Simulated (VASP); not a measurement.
# Ta3N in VASP: further runs

The runs below take Ta3N through relaxation of the atoms, with PBE.

Everything below comes from runs of VASP 6.6.1. Logs are shortened: lines on timing, memory, paths and dates and some standing lists are left out, and cuts for length are marked.

**1. The cell of the first run**

The cell holds a slab with vacuum, 4 atoms: a = 2.874 Å, b = 2.874 Å, c = 20.027 Å, α = 90.00°, β = 90.00°, γ = 109.47°.

**2. Relaxation of the atoms, PBE**

Input file INCAR:

```
SYSTEM = Ta3N
  PREC = Accurate
  ENCUT = 520
  EDIFF = 1E-6
  ISMEAR = 0
  SIGMA = 0.1
  LREAL = .FALSE.
  LASPH = .TRUE.
  NELM = 80
  ALGO = Fast
  ISIF = 2
  LWAVE = .FALSE.
  LCHARG = .FALSE.
  LDIPOL = .TRUE.
  IDIPOL = 3
  DIPOL = 0.5 0.5 0.363
  GGA = PE
  IBRION = 2
  NSW = 36
  EDIFFG = -0.025
```

Input file KPOINTS:

```
regular mesh
0
G
  10 10 1
  0 0 0
```

Input file POSCAR:

```
Ta3N
1.0
    2.8743098524      0.0000000000      0.0000000000
   -0.9581032841      2.7099253172      0.0000000000
    0.0000000000      0.0000000000     20.0266897040
Ta N
3 1
Selective dynamics
Direct
    0.5000000000      0.5000000000      0.1997334587  F F F
    0.0000000000      0.0000000000      0.3127671377  F F F
    0.5000000000      0.5000000000      0.4257663064  F F F
    0.6666666667      0.8333333333      0.5126503609  F F T
```

Potentials or basis: VASP PAW PBE potentials, release 64 (Ta_pv, N).

On the command line:

```
> cat potpaw_PBE.64/Ta_pv/POTCAR potpaw_PBE.64/N/POTCAR > POTCAR
> mpirun -np 1 vasp_std > vasp.out
```

OUTCAR:

```text
SYSTEM = Ta3N
   PREC = Accurate
   ENCUT = 520
   EDIFF = 1E-6
   ISMEAR = 0
   LREAL = .FALSE.
   LASPH = .TRUE.
   NELM = 80
   ISIF = 2
   GGA = PE
   IBRION = 2
   NSW = 36
   EDIFFG = -0.025

 ion  position               nearest neighbor table
   1  0.500  0.500  0.200-   2 2.81   2 2.81   2 3.26   2 3.26
   2  0.000  0.000  0.313-   3 2.81   3 2.81   1 2.81   1 2.81   3 3.26   3 3.26   1 3.26   1 3.26

   3  0.500  0.500  0.426-   4 1.97   2 2.81   2 2.81   2 3.26   2 3.26
   4  0.667  0.833  0.513-   3 1.97

  LATTYP: Found a base centered orthorhombic cell.
 ALAT       =     3.3189671341
 B/A-ratio  =     1.4142135623
 C/A-ratio  =     6.0340126596

  Lattice vectors:

 A1 = (   2.8743098524,   0.0000000000,   0.0000000000)
 A2 = (  -0.9581032841,   2.7099253172,   0.0000000000)
 A3 = (   0.0000000000,   0.0000000000,  20.0266897040)

Analysis of symmetry for initial positions (statically):
=====================================================================
 Subroutine PRICEL returns:
 Original cell was already a primitive cell.

 Routine SETGRP: Setting up the symmetry group for a
 base centered orthorhombic supercell.

 Subroutine GETGRP returns: Found  1 space group operations
 (whereof  1 operations were pure point group operations)
 out of a pool of  8 trial point group operations.

The static configuration has the point symmetry C_1 .

Analysis of symmetry for dynamics (positions and initial velocities):
=====================================================================
 Subroutine PRICEL returns:
 Original cell was already a primitive cell.

 Routine SETGRP: Setting up the symmetry group for a
 base centered orthorhombic supercell.

 Subroutine GETGRP returns: Found  1 space group operations
 (whereof  1 operations were pure point group operations)
 out of a pool of  8 trial point group operations.

The dynamic configuration has the point symmetry C_1 .

Analysis of constrained symmetry for selective dynamics:
=====================================================================
 Subroutine PRICEL returns:
 Original cell was already a primitive cell.

 Routine SETGRP: Setting up the symmetry group for a
 base centered orthorhombic supercell.
[... 121 lines left out ...]
   NUPDOWN=      -1.0000    fix difference up-down
   EMIN   =  10.00;   EMAX   =-10.00  energy-range for DOS
   EFERMI =   0.00;   METHOD = LEGACY
   ISMEAR =     0;   SIGMA  =   0.10  broadening in eV -4-tet -1-fermi 0-gaus
   EFERMI_NEDOS =   21; number of points for ismear=-14 and -15
   IALGO  =     68    algorithm
   IMIX   =      4    mixing-type and parameters
     AMIX     =   0.40;   BMIX     =  1.00
     AMIX_MAG =   1.60;   BMIX_MAG =  1.00
  volume/ion in A,a.u.               =      39.00       263.17
  Fermi-wavevector in a.u.,A,eV,Ry     =   1.022436  1.932123 14.223187  1.045375
  Thomas-Fermi vector in A             =   2.156115
   LORBIT       =      0    0 simple, 1 ext, 2 COOP (PROOUT), +10 PAW based schemes
   GGA     = PE    functional components
   LHFCALC =     F    Hartree Fock is set to
   AEXX    =    0.0000 exact exchange contribution
   IVDW    =     0    specifies the selected vdW correction
   LEPSILON=     F    determine dielectric tensor
   LRPA    =     F    only Hartree local field effects (RPA)
 conjugate gradient relaxation of ions
 non-spin polarized calculation
 RMM-DIIS sequential band-by-band and
 Gauss-broadening in eV      SIGMA  =   0.10
  energy-cutoff  :      520.00
  volume of cell :      155.99
 maximum number of plane-waves:      4238
 NGX is ok and might be reduce to    24
   NGX = 11   NGY = 11   NGZ = 75

 dipolmoment           0.000000      0.000000     -0.076481 electrons x Angstroem

--------------------------------------- Ionic step        1  -------------------------------------------

 number of electron      37.9999996 magnetization

 Free energy of the ion-electron system (eV)
  ---------------------------------------------------
  ext. energy  EPLUGINS =         0.00000000
  ---------------------------------------------------
  free energy    TOTEN  =       -40.27078246 eV

  energy without entropy =      -40.24996389  energy(sigma->0) =      -40.26037317

------------------------ aborting loop because EDIFF is reached ----------------------------------------

  FORCE on cell =-STRESS in cart. coord.  units (eV):
  Direction    XX          YY          ZZ          XY          YZ          ZX
  --------------------------------------------------------------------------------------
  -------------------------------------------------------------------------------------
  Total        0.0061550     -1.5828442     -3.6652508      0.1392186      0.2216031     -0.0546128
  in kB        0.0632181    -16.2573094    -37.6455987      1.4299068      2.2760738     -0.5609249
  external PRESSURE =     -17.9465633 kB  Pullay stress =       0.0000000 kB
[... 177 lines left out ...]
--------------------------------------- Ionic step        6  -------------------------------------------

 number of electron      37.9999997 magnetization

 dipolmoment           0.000000      0.000000      0.130619 electrons x Angstroem

 Free energy of the ion-electron system (eV)
  ---------------------------------------------------
  ext. energy  EPLUGINS =         0.00000000
  ---------------------------------------------------
  free energy    TOTEN  =       -40.66536120 eV

  energy without entropy =      -40.64522101  energy(sigma->0) =      -40.65529111

 E-fermi :  -1.7477     XC(G=0):  -5.8368

 val. band max:       -1.7509163622   @ k =   0.2000   0.0000   0.0000
 cond. band min:      -1.7439294551   @ k =   0.2000  -0.3000   0.0000
 fundamental gap:      0.0069869070
 Fermi energy:        -1.7477114324

 k-point     1 :       0.0000    0.0000    0.0000
  band No.  band energies     occupation
      1     -36.1734      2.00000
      2     -35.7564      2.00000
      3     -35.4702      2.00000
      4     -35.2589      2.00000
      5     -35.2411      2.00000
      6     -35.1797      2.00000
[... 613 lines left out ...]
     22       0.0332      0.00000
     23       0.8157      0.00000

 [... further k-points ...]

------------------------ aborting loop because EDIFF is reached ----------------------------------------

 vacuum level on the upper side and lower side of the slab       (xc-potential included)         1.340        -1.652

  FORCE on cell =-STRESS in cart. coord.  units (eV):
  Direction    XX          YY          ZZ          XY          YZ          ZX
  --------------------------------------------------------------------------------------
  -------------------------------------------------------------------------------------
  Total        2.5746161      0.7074900      2.0067784      0.4060632      3.0416563      0.2372250
  in kB       26.4437465      7.2665925     20.6115156      4.1706539     31.2406918      2.4365252
  external PRESSURE =      18.1072849 kB  Pullay stress =       0.0000000 kB
[... 19 lines left out ...]
  FREE ENERGIE OF THE ION-ELECTRON SYSTEM (eV)
  ---------------------------------------------------
  free  energy   TOTEN  =       -40.6653612018 eV

  energy  without entropy=      -40.6452210137  energy(sigma->0) =      -40.65529111

 reached required accuracy - stopping structural energy minimisation

 vacuum level on the upper side and lower side of the slab         6.051         2.968
```

OSZICAR:

```text
N       E                     dE             d eps       ncg     rms          rms(c)
DAV:   1     0.301506769023E+03    0.30151E+03   -0.21407E+04  2952   0.146E+03
DAV:   2    -0.255436956272E+02   -0.32705E+03   -0.32265E+03  2812   0.374E+02
DAV:   3    -0.440732720102E+02   -0.18530E+02   -0.18124E+02  3199   0.764E+01
DAV:   4    -0.447697401440E+02   -0.69647E+00   -0.68810E+00  3212   0.141E+01
[... 93 lines left out ...]
RMM:   2    -0.406655659325E+02   -0.21133E-03   -0.59901E-04  2933   0.114E-01    0.787E-02
RMM:   3    -0.406654089068E+02    0.15703E-03   -0.17324E-04  2566   0.651E-02    0.410E-02
RMM:   4    -0.406653727548E+02    0.36152E-04   -0.91459E-05  2866   0.409E-02    0.284E-02
RMM:   5    -0.406653619494E+02    0.10805E-04   -0.15742E-05  1969   0.234E-02    0.896E-03
RMM:   6    -0.406653612018E+02    0.74759E-06   -0.61371E-06  1977   0.125E-02
   6 F= -.40665361E+02 E0= -.40655291E+02  d E =-.260292E-04
```

Run time: 16 min. Hardware: 1 thread of Oxide Virtual Turin-like, shared host; peak memory 0.36 GiB.

What came out:

* Free energy: -40.6654 eV
* Energy gained by relaxing: 98.6 meV/atom
* Ionic steps: 6
* Band gap on the k mesh: zero (bands 19 and 20 overlap by 0.62 eV)

Step by step:
| step | energy change (eV) | largest force on free atoms (eV/Å) | pressure (GPa) |
| --- | --- | --- | --- |
| 1 | 0.0000 | 3.0714 | -1.79 |
| 2 | -0.3427 | 1.3855 | 0.42 |
| 3 | -0.3925 | 0.3227 | 2.11 |
| 4 | -0.3945 | 0.0655 | 1.76 |
| 5 | -0.3946 | 0.0398 | 1.85 |
| 6 | -0.3946 | 0.0138 | 1.81 |

Final structure:
```
Ta N
1.0
     2.87431    0.00000    0.00000
    -0.95810    2.70993    0.00000
     0.00000    0.00000   20.02669
Ta N
3 1
Direct
  0.50000 0.50000 0.19973
  0.00000 0.00000 0.31277
  0.50000 0.50000 0.42577
  0.66667 0.83333 0.50178
```

Levels at points of the mesh, in eV from the Fermi level:
```
           k point  band 16  band 17  band 18  band 19  band 20  band 21  band 22  band 23
(0.00, 0.00, 0.00)    -1.17    -0.63    -0.05    -0.01     0.66     1.25     1.43     2.48
(0.50, 0.00, 0.00)    -1.54    -1.10    -0.47    -0.03     1.20     2.06     3.06     3.50
(0.00, 0.50, 0.00)    -1.50    -1.26    -0.37    -0.29     0.57     1.46     3.09     3.50
(0.50, 0.50, 0.00)    -1.77    -1.13    -0.51     0.11     1.88     2.09     2.70     3.94
```

Caveat: spin-orbit coupling is left out, which moves the levels of the heavy elements.

**3. Relaxation of the atoms, PBE**

Input file INCAR:

```
  PREC = Accurate
  ENCUT = 520
  EDIFF = 1E-7
  ISMEAR = 0
  SIGMA = 0.1
  LREAL = False
  LASPH = True
  NELM = 100
  ALGO = Fast
  ISIF = 2
  LWAVE = False
  LCHARG = False
  LDIPOL = True
  IDIPOL = 3
  DIPOL = 0.5 0.5 0.359
  GGA = PE
  IBRION = 2
  NSW = 36
  EDIFFG = -0.025
```

Input file KPOINTS:

```
Automatic mesh
0
Gamma
  10 10 1
```

Edit POSCAR of step 2 so:

```diff
@@ -12,2 +12,2 @@
     0.5000000000      0.5000000000      0.4257663064  F F F
-    0.6666666667      0.8333333333      0.5126503609  F F T
+    0.8333333333      1.0000000000      0.4976703515  F F T
```

Potentials or basis: VASP PAW PBE potentials, release 64 (Ta_pv, N).

On the command line:

```
> cat potpaw_PBE.64/Ta_pv/POTCAR potpaw_PBE.64/N/POTCAR > POTCAR
> mpirun -np 1 vasp_std > vasp.out
```

Run time: 34 min. Hardware: 1 thread of Oxide Virtual Turin-like, shared host; peak memory 0.36 GiB.

Results (log left out):

| Item | Value |
| --- | --- |
| Free energy | -42.3552 eV |
| Energy gained by relaxing | 216.2 meV/atom |
| Ionic steps | 6 |
| Band gap on the k mesh | zero (bands 19 and 20 overlap by 1.71 eV) |

Step by step:
| step | energy change (eV) | largest force on free atoms (eV/Å) | pressure (GPa) |
| --- | --- | --- | --- |
| 1 | 0.0000 | 4.0115 | -2.12 |
| 2 | -0.6466 | 2.4576 | 0.30 |
| 3 | -0.8643 | 0.1228 | 3.40 |
| 4 | -0.8647 | 0.0254 | 3.23 |
| 5 | -0.8647 | 0.0253 | 3.23 |
| 6 | -0.8647 | 0.0246 | 3.23 |

Final structure:
```cif
data_structure
_symmetry_space_group_name_H-M 'P 1'
_symmetry_Int_Tables_number 1
_cell_length_a 2.8743
_cell_length_b 2.8743
_cell_length_c 20.0267
_cell_angle_alpha 90.000
_cell_angle_beta 90.000
_cell_angle_gamma 109.471
_cell_volume 155.99
loop_
_atom_site_label
_atom_site_type_symbol
_atom_site_fract_x
_atom_site_fract_y
_atom_site_fract_z
_atom_site_occupancy
Ta1 Ta 0.50000 0.50000 0.19973 1
Ta2 Ta 0.00000 0.00000 0.31277 1
Ta3 Ta 0.50000 0.50000 0.42577 1
N1 N 0.83333 0.00000 0.47982 1
```

Levels at points of the mesh, in eV from the Fermi level:
| k point | band 16 | band 17 | band 18 | band 19 | band 20 | band 21 | band 22 | band 23 |
| --- | --- | --- | --- | --- | --- | --- | --- | --- |
| (0.00, 0.00, 0.00) | -1.34 | -1.08 | -0.23 | -0.05 | 0.46 | 0.89 | 1.61 | 2.16 |
| (0.50, 0.00, 0.00) | -1.69 | -1.42 | -1.16 | -0.26 | 1.06 | 1.48 | 3.20 | 3.48 |
| (0.00, 0.50, 0.00) | -1.68 | -1.49 | -0.77 | -0.44 | 0.08 | 1.20 | 3.02 | 3.42 |
| (0.50, 0.50, 0.00) | -2.97 | -1.22 | -0.66 | 1.40 | 1.88 | 2.06 | 2.60 | 4.02 |

Caveat: spin-orbit coupling is left out, which moves the levels of the heavy elements.

**4. Relaxation of the atoms, PBE**

Input file INCAR:

```
SYSTEM = Ta3N
PREC = Accurate
ENCUT = 520
EDIFF = 1E-6
ISMEAR = 0
SIGMA = 0.1
LREAL = .FALSE.
LASPH = .TRUE.
NELM = 80
ALGO = Fast
ISIF = 2
LWAVE = .FALSE.
LCHARG = .FALSE.
LDIPOL = .TRUE.
IDIPOL = 3
DIPOL = 0.5 0.5 0.364
GGA = PE
IBRION = 2
NSW = 36
EDIFFG = -0.025
```

Input file KPOINTS:

```
Automatic mesh
0
G
  10 10 1
  0 0 0
```

Edit POSCAR of step 3 so:

```diff
@@ -12,2 +12,2 @@
     0.5000000000      0.5000000000      0.4257663064  F F F
-    0.8333333333      1.0000000000      0.4976703515  F F T
+    0.5000000000      0.6666666667      0.5196410319  F F T
```

On the command line:

```
> cat potpaw_PBE.64/Ta_pv/POTCAR potpaw_PBE.64/N/POTCAR > POTCAR
> mpirun -np 1 vasp_std > vasp.out
```

It took 43 min on 1 thread of Oxide Virtual Turin-like, shared host; peak memory 0.36 GiB.

The run converged. Its results:

```yaml
Free_energy: -39.9647 eV
Energy_gained_by_relaxing: 52.4 meV/atom
Ionic_steps: 3
Band_gap_on_the_k_mesh: zero (bands 19 and 20 overlap by 0.41 eV)
```

The path:
| step | energy change (eV) | largest force on free atoms (eV/Å) | pressure (GPa) |
| --- | --- | --- | --- |
| 1 | 0.0000 | 2.5723 | -1.41 |
| 2 | -0.2043 | 0.4915 | 0.76 |
| 3 | -0.2094 | 0.0189 | 1.22 |

Final structure:
```
Ta N
1.0
     2.87431    0.00000    0.00000
    -0.95810    2.70993    0.00000
     0.00000    0.00000   20.02669
Ta N
3 1
Direct
  0.50000 0.50000 0.19973
  0.00000 0.00000 0.31277
  0.50000 0.50000 0.42577
  0.50000 0.66667 0.51239
```

Levels at points of the mesh, in eV from the Fermi level:
```csv
k point,band 17,band 18,band 19,band 20,band 21,band 22
"(0.00, 0.00, 0.00)",-0.21,-0.02,0.19,0.60,0.94,1.52
"(0.50, 0.00, 0.00)",-0.85,-0.44,0.18,1.34,1.64,3.12
"(0.00, 0.50, 0.00)",-0.99,-0.32,0.18,1.02,1.48,3.13
"(0.50, 0.50, 0.00)",-1.21,-0.39,-0.24,2.04,2.29,2.61
```

Caveat: spin-orbit coupling is left out, which moves the levels of the heavy elements.

**5. Summary**

| cell | gap on the mesh (eV) |
| --- | --- |
| atoms relaxed, atomic positions A | none |
| atoms relaxed, atomic positions B | none |
| atoms relaxed, atomic positions C | none |

Alike in all rows: task relaxation of the atoms; level PBE; potentials or basis VASP PAW PBE potentials, release 64 (Ta_pv, N); no spin polarisation; k mesh 10 × 10 × 1; cutoff (eV) 520; smearing gaussian 0.1 eV.

Caveats: spin-orbit coupling is left out, which moves the levels of the heavy elements.

Absolute energies hang on the potentials; compare differences alone.
